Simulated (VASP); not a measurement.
TaN:

```
Ta N
1.0
     2.98144   -0.00102    0.02094
    -1.49160    2.52439   -0.00597
     0.02054    0.00510    2.86422
Ta N
1 1
Direct
  0.00000 0.00000 0.50000
  0.66667 0.33333 0.00000
```

This cell differs from its parent crystal: the cell strained at random.

| Property | Result |
| --- | --- |
| Program | VASP 6.6.1 |
| Task | relaxation of cell and atoms |
| Functional | revPBE |
| Potentials or basis | VASP PAW PBE potentials, release 64 (Ta_pv, N) |
| Cutoff | 600 eV |
| k mesh | 8 × 8 × 7 |
| Occupations | gaussian, width 0.05 eV |
| Spin | no spin polarisation |

At the start: pressure 9.2 GPa; volume 10.78 Å³/atom.

Task: How do energy, volume and symmetry change on relaxing?

Result: Over 9 steps the energy falls by 15.6 meV/atom and the volume is 11.05 Å³/atom (+2.5 %); space group P-6m2 (No. 187, to 0.1 Å) before and after.

The path:
```csv
step,energy change (eV),largest force (eV/Å),pressure (GPa),volume (Å³)
1,0.0000,0.0472,9.22,21.55
2,0.0640,0.0289,-18.05,23.53
3,-0.0279,0.0128,-1.83,22.23
4,-0.0279,0.0120,-1.61,22.22
5,-0.0298,0.0180,1.02,22.03
6,-0.0311,0.0155,-0.01,22.10
7,-0.0311,0.0156,0.03,22.10
8,-0.0311,0.0005,0.04,22.10
9,-0.0311,0.0052,0.04,22.10
```

Final structure:
```
Ta N
1.0
     2.96175    0.00001   -0.00013
    -1.48086    2.56565    0.00003
    -0.00022   -0.00006    2.90819
Ta N
1 1
Direct
  0.00003 0.00008 0.50000
  0.66663 0.33325 0.00000
```

Caveat: the cell differs from its parent crystal (the cell strained at random); the PAW data sets were made with another functional, which shifts forces and pressure a little.
